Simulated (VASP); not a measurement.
Set up this calculation in VASP 6.6.1, as the native input.

- Task: single point
- Functional: PBE
- Potentials or basis: VASP PAW PBE potentials, release 64 (W_sv, C)
- Cutoff: 520 eV
- k mesh: 20 × 20 × 20
- Occupations: gaussian, width 0.15 eV
- Spin: no spin polarisation
- Dipole correction: no
- Further INCAR settings: ALGO = Normal; EDIFF = 1e-07; NBANDS = 16

The structure of WC lies in POSCAR:

```
WC
1.0
    0.0000000000      2.3820151171      1.8579717913
    2.3820151171      0.0000000000      1.8579717913
    2.3820151171      2.3820151171      0.0000000000
W C
1 1
Direct
    0.0000000000      0.0000000000      0.0000000000
    0.5000000000      0.5000000000      0.5000000000
```

This cell differs from its parent crystal: ratio of the length along z to the lengths across it x 0.78, volume and fractional coordinates fixed.

One way to write it, as run:

INCAR

```
  ALGO = Normal
  EDIFF = 1E-7
  ENCUT = 520
  GGA = PE
  ISIF = 2
  ISMEAR = 0
  LASPH = T
  LCHARG = F
  LREAL = F
  LWAVE = F
  NBANDS = 16
  NELM = 80
  PREC = Accurate
  SIGMA = 0.15
```

KPOINTS

```
k-points
0
Gamma
  20 20 20
```

Potentials or basis: VASP PAW PBE potentials, release 64 (W_sv, C).

The run is started by

```sh
$ cat potpaw_PBE.64/W_sv/POTCAR potpaw_PBE.64/C/POTCAR > POTCAR
$ mpirun -np 1 vasp_std > vasp.out
```

Results of the run:

The pressure is 49.7 GPa and the band gap on the k mesh is zero (bands 9 and 10 overlap by 3.40 eV).

Caveat: the cell stands under pressure; spin-orbit coupling is left out, which moves the levels of the heavy elements.

It took 77 s on 1 thread of Intel(R) Xeon(R) 6975P-C (Granite Rapids), on a shared host, peak memory 0.32 GiB.
